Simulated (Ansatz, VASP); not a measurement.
**One calculation of BiO5, two programs**

```
CELL_PARAMETERS angstrom
3.44827 0.00000 0.00000
-1.72413 2.98629 0.00000
0.00000 0.00000 10.90916
ATOMIC_POSITIONS crystal
Bi 0.66667 0.33333 0.00000
O 0.00000 0.00000 0.88451
O 0.66667 0.33333 0.55739
O 0.00000 0.00000 0.50000
O 0.66667 0.33333 0.44261
O 0.00000 0.00000 0.11549
```

Change from the starting cell: species swapped into the LiMg5 type (P-6m2, No. 187).

Alike in both runs: functional PBE; k mesh 12 × 12 × 4; occupations gaussian, width 0.1 eV; no spin polarisation.

Ansatz relaxed the structure, and its values are those at the end. VASP's run is a single point on that final structure, the one shown.

|  | VASP | Ansatz |
| --- | --- | --- |
| version | VASP 6.6.1 | Ansatz 0.2.0 |
| potentials or method | VASP PAW PBE potentials, release 64 (Bi_d, O_h), cutoff 910 eV | scalar-relativistic, plane waves, PAW |
| valence electrons in the cell | 45 | 45 |

VASP gave:

```
gap on the k mesh at the Fermi level (eV) : none
rms of the force components (eV/Å)        : 0.012
```

Which values does Ansatz return?

gap on the k mesh at the Fermi level (eV): none; rms of the force components (eV/Å): 0.000.

A gap of «none» marks a metal or a gap that the smearing closes.

Neither program's run includes spin-orbit coupling. Noted on VASP's run: the cutoff is short for stress, so the pressure is rough.
